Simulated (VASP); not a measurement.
KZnF3:

```
K Zn F
1.0
     4.04617    0.00000    0.00000
     0.00000    4.04617    0.00000
     0.00000    0.00000    4.04617
K Zn F
1 1 3
Direct
  0.00000 0.00000 0.00000
  0.50000 0.50000 0.50000
  0.50000 0.50000 0.00000
  0.00000 0.50000 0.50000
  0.50000 0.00000 0.50000
```

Base run:

| Quantity | Value |
| --- | --- |
| Program | VASP 6.6.1 |
| Functional | r2SCAN |
| Potentials or basis | VASP PAW PBE potentials, release 64 (K_sv, Zn, F) |
| Cutoff | 520 eV |
| k mesh | 6 × 6 × 6 |
| Occupations | gaussian, width 0.01 eV |
| Spin | no spin polarisation |

Its results: band gap on the k mesh 4.59 eV (least direct gap 6.59 eV); pressure 0.3 GPa.

The run is repeated on the same cell with these changes: functional from r2SCAN to PBE; further incar settings from ALGO = Normal; EDIFF = 1e-07; NBANDS = 29 to ALGO = Normal; EDIFF = 1e-06; NBANDS = 29. What comes out?

Band gap on the k mesh 3.80 eV (least direct gap 5.67 eV); pressure 5.2 GPa.

Caveats: the PAW data sets were made with another functional, which shifts forces and pressure a little (at least some runs); the cell stands under pressure (at least some runs).

A k mesh can miss the band edges.
